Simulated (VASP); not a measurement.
Here is a VASP 6.6.1 calculation.

Contents of INCAR:

```
SYSTEM = SiC
  PREC = Accurate
  ENCUT = 520
  EDIFF = 1E-7
  ISMEAR = -1
  SIGMA = 0.02
  LREAL = .False.
  LASPH = .True.
  NELM = 80
  ALGO = Normal
  ISIF = 2
  LWAVE = .False.
  LCHARG = .False.
  GGA = CA
  NBANDS = 26
```

Contents of KPOINTS:

```
Automatic mesh
0
Gamma
  8 5 1
  0 0 0
```

File POSCAR:

```
SiC
1.0
    3.0563831055      0.0000000000      0.0000000000
    0.0000000000      5.0156571925      0.0000000000
    0.0000000000      0.0000000000     19.5292000000
Si C
4 4
Direct
    0.0000000000      0.5849831755      0.4240488214
    0.5000000000      0.0589084385      0.4482335586
    0.5000000000      0.5589086724      0.5517656569
    0.0000000000      0.0849846043      0.5759510605
    0.0000000000      0.9274150262      0.4140392509
    0.5000000000      0.4286918660      0.4522992790
    0.5000000000      0.9286923930      0.5477016040
    0.0000000000      0.4274158241      0.5859607686
```

Potentials or basis: VASP PAW LDA potentials, release 64 (Si, C).

The run is started by

```sh
$ cat potpaw_LDA.64/Si/POTCAR potpaw_LDA.64/C/POTCAR > POTCAR
$ mpirun -np 1 vasp_std > vasp.out
```

(1) Estimate the largest force.

(2) What does it give for the band gap on the k mesh?

## Answers

(1) 0.025 eV/Å.

(2) 1.27 eV, indirect (least direct gap 2.01 eV).
